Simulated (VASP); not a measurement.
# InSe (C2/m) in VASP: single point with PBE

Aim: the single point of InSe with PBE.

Program: VASP 6.6.1. These are calculated values, not measurements. Logs are shortened: lines on timing, memory, paths and dates and some standing lists are left out, and cuts for length are marked.

**1. The cell of the first run**

The structure is monoclinic, space group C2/m (No. 12). The conventional cell has a = 11.440 Å, b = 4.127 Å, c = 5.843 Å, α = 90.00°, β = 107.85°, γ = 90.00°. In (site symmetry m) has 3 Se at 2.69 to 2.72 Å and 1 In at 2.82 Å within 3.6 Å. Se (site symmetry m) has 3 In at 2.69 to 2.72 Å within 3.6 Å.

**2. Single point, PBE (volume scaled by 1.020)**

INCAR reads:

```
SYSTEM = InSe
ALGO = Normal ; EDIFF = 1E-6
ENCUT = 520 ; GGA = PE
ISIF = 2 ; ISMEAR = 0
LASPH = .True. ; LCHARG = .False.
LREAL = .False. ; LWAVE = .False.
NBANDS = 27 ; NELM = 60
PREC = Accurate ; SIGMA = 0.05
```

KPOINTS reads:

```
k-points
0
Gamma
  10 10 6
  0 0 0
```

POSCAR reads:

```
InSe
1.0
    5.7184765581     -2.0633534750     -0.1364575946
    5.7184765581      2.0633534750     -0.1364575946
   -1.6577497259      0.0000000000      5.6032699049
In Se
2 2
Direct
    0.8877491685      0.8877491685      0.0532599741
    0.1122508315      0.1122508315      0.9467400259
    0.6673549895      0.6673549895      0.7017871889
    0.3326450105      0.3326450105      0.2982128111
```

Potentials or basis: VASP PAW PBE potentials, release 64 (In_d, Se).

Launch:

```bash
> cat potpaw_PBE.64/In_d/POTCAR potpaw_PBE.64/Se/POTCAR > POTCAR
> mpirun -np 1 vasp_std > vasp.out
```

OUTCAR:

```text
SYSTEM = InSe
   EDIFF = 1E-6
   ENCUT = 520
   GGA = PE
   ISIF = 2
   ISMEAR = 0
   LASPH = .True.
   LREAL = .False.
   NELM = 60
   PREC = Accurate

 ion  position               nearest neighbor table
   1  0.888  0.888  0.053-   4 2.69   4 2.69   3 2.72   2 2.82   2 3.66   2 3.66
   2  0.112  0.112  0.947-   3 2.69   3 2.69   4 2.72   1 2.82   1 3.66   1 3.66
   3  0.667  0.667  0.702-   2 2.69   2 2.69   1 2.72
   4  0.333  0.333  0.298-   1 2.69   1 2.69   2 2.72

  LATTYP: Found a base centered monoclinic cell.
 ALAT       =    11.4402088828
 B/A-ratio  =     0.3607195456
 C/A-ratio  =     0.5107732301
 COS(beta)  =    -0.3064932980

  Lattice vectors:

 A1 = (   5.7184765581,  -2.0633534750,  -0.1364575946)
 A2 = (   5.7184765581,   2.0633534750,  -0.1364575946)
 A3 = (  -1.6577497259,   0.0000000000,   5.6032699049)

Analysis of symmetry for initial positions (statically):
=====================================================================
 Subroutine PRICEL returns:
 Original cell was already a primitive cell.

 Routine SETGRP: Setting up the symmetry group for a
 base centered monoclinic supercell.

 Subroutine GETGRP returns: Found  4 space group operations
 (whereof  4 operations were pure point group operations)
 out of a pool of  4 trial point group operations.

The static configuration has the point symmetry C_2h.

Analysis of symmetry for dynamics (positions and initial velocities):
=====================================================================
 Subroutine PRICEL returns:
 Original cell was already a primitive cell.

 Routine SETGRP: Setting up the symmetry group for a
 base centered monoclinic supercell.

 Subroutine GETGRP returns: Found  4 space group operations
 (whereof  4 operations were pure point group operations)
 out of a pool of  4 trial point group operations.

The dynamic configuration has the point symmetry C_2h.

 Subroutine INISYM returns: Found  4 space group operations
 (whereof  4 operations are pure point group operations),
 and found     1 'primitive' translations

----------------------------------------------------------------------------------------

                                     Primitive cell

  volume of cell :     131.2951

  direct lattice vectors                    reciprocal lattice vectors
     5.718476558 -2.063353475 -0.136457595     0.088057547 -0.242323967  0.026052176
     5.718476558  2.063353475 -0.136457595     0.088057547  0.242323967  0.026052176
[... 90 lines left out ...]
   LREAL  =      F    real-space projection
   EDIFFG = 0.1E-04   stopping-criterion for IOM
   NSW    =      0    number of steps for IOM
   IBRION =     -1    ionic relax: 0-MD 1-quasi-New 2-CG
   NFREE  =      0    steps in history (QN), initial steepest desc. (CG)
   ISIF   =      2    stress and relaxation
   ISYM   =      2    0-nonsym 1-usesym 2-fastsym
   POTIM  = 0.5000    time-step for ionic-motion
   TEBEG  =    0.0;   TEEND  =   0.0 temperature during run
   PSTRESS=    0.0 pullay stress
   NELECT =      38.0000    total number of electrons
   NUPDOWN=      -1.0000    fix difference up-down
   EMIN   =  10.00;   EMAX   =-10.00  energy-range for DOS
   EFERMI =   0.00;   METHOD = LEGACY
   ISMEAR =     0;   SIGMA  =   0.05  broadening in eV -4-tet -1-fermi 0-gaus
   EFERMI_NEDOS =   21; number of points for ismear=-14 and -15
   IALGO  =     38    algorithm
   IMIX   =      4    mixing-type and parameters
     AMIX     =   0.40;   BMIX     =  1.00
     AMIX_MAG =   1.60;   BMIX_MAG =  1.00
  volume/ion in A,a.u.               =      32.82       221.51
  Fermi-wavevector in a.u.,A,eV,Ry     =   1.082895  2.046376 15.955040  1.172662
  Thomas-Fermi vector in A             =   2.218948
   LORBIT       =      0    0 simple, 1 ext, 2 COOP (PROOUT), +10 PAW based schemes
   GGA     = PE    functional components
   LHFCALC =     F    Hartree Fock is set to
   AEXX    =    0.0000 exact exchange contribution
   IVDW    =     0    specifies the selected vdW correction
   LEPSILON=     F    determine dielectric tensor
   LRPA    =     F    only Hartree local field effects (RPA)
 non-spin polarized calculation
 Gauss-broadening in eV      SIGMA  =   0.05
  energy-cutoff  :      520.00
  volume of cell :      131.30
 maximum number of plane-waves:      3558
 NGX is ok and might be reduce to    48
   NGX = 23   NGY = 23   NGZ = 21

 number of electron      37.9999996 magnetization

 Free energy of the ion-electron system (eV)
  ---------------------------------------------------
  ext. energy  EPLUGINS =         0.00000000
  ---------------------------------------------------
  free energy    TOTEN  =       -14.08646446 eV

  energy without entropy =      -14.08646446  energy(sigma->0) =      -14.08646446

 E-fermi :   3.1462     XC(G=0):  -8.3146

 val. band max:        2.9016491379   @ k =   0.5000   0.5000   0.0000
 cond. band min:       3.9782931200   @ k =  -0.4000  -0.4000   0.1667
 fundamental gap:      1.0766439820
 Fermi energy:         3.1462045856

 k-point     1 :       0.0000    0.0000    0.0000
  band No.  band energies     occupation
      1     -11.6953      2.00000
      2     -11.5925      2.00000
      3     -11.4308      2.00000
      4     -11.3902      2.00000
      5     -11.3577      2.00000
      6     -11.3569      2.00000
[... 709 lines left out ...]
     26       9.0105      0.00000
     27      10.2056      0.00000

 [... further k-points ...]

------------------------ aborting loop because EDIFF is reached ----------------------------------------

  FORCE on cell =-STRESS in cart. coord.  units (eV):
  Direction    XX          YY          ZZ          XY          YZ          ZX
  --------------------------------------------------------------------------------------
  -------------------------------------------------------------------------------------
  Total        0.0520073     -0.0241405      0.0339936      0.0000000      0.0000000     -0.0008409
  in kB        0.6346388     -0.2945830      0.4148200      0.0000000      0.0000000     -0.0102617
  external PRESSURE =       0.2516253 kB  Pullay stress =       0.0000000 kB

 VOLUME and BASIS-vectors are now :
 -----------------------------------------------------------------------------
  energy-cutoff  :      520.00
  volume of cell :      131.30
      direct lattice vectors                 reciprocal lattice vectors
     5.718476558 -2.063353475 -0.136457595     0.088057547 -0.242323967  0.026052176
     5.718476558  2.063353475 -0.136457595     0.088057547  0.242323967  0.026052176
    -1.657749726  0.000000000  5.603269905     0.004288967  0.000000000  0.179736128

 POSITION                                       TOTAL-FORCE (eV/Angst)
 -----------------------------------------------------------------------------------
     10.06485      0.00000      0.05615         0.010622      0.000000      0.000092
     -0.28565      0.00000      5.27420        -0.010622      0.000000     -0.000092
      6.46912      0.00000      3.75017        -0.000663      0.000000     -0.014287
      3.31008      0.00000      1.58018         0.000663      0.000000      0.014287
 -----------------------------------------------------------------------------------
    total drift:                                0.000000      0.000000     -0.000000

  FREE ENERGIE OF THE ION-ELECTRON SYSTEM (eV)
  ---------------------------------------------------
  free  energy   TOTEN  =       -14.0864644552 eV

  energy  without entropy=      -14.0864644552  energy(sigma->0) =      -14.08646446
```

It took 11 min on 1 thread of Intel Xeon Platinum 8259CL at 2.50GHz (Skylake/Cascade Lake), shared host; peak memory 0.69 GiB.

Results:

* Free energy: -14.0865 eV
* Pressure: 0.0 GPa
* Largest force: 0.014 eV/Å
* Band gap on the k mesh: 1.08 eV, indirect (least direct gap 1.16 eV)

Forces in eV/Å, atoms in the order of the input:
```
In   0.011  0.000  0.000
In  -0.011  0.000  0.000
Se  -0.001  0.000 -0.014
Se   0.001  0.000  0.014
```

Caveat: spin-orbit coupling is left out, which moves the levels of the heavy elements. A k mesh can miss the band edges.
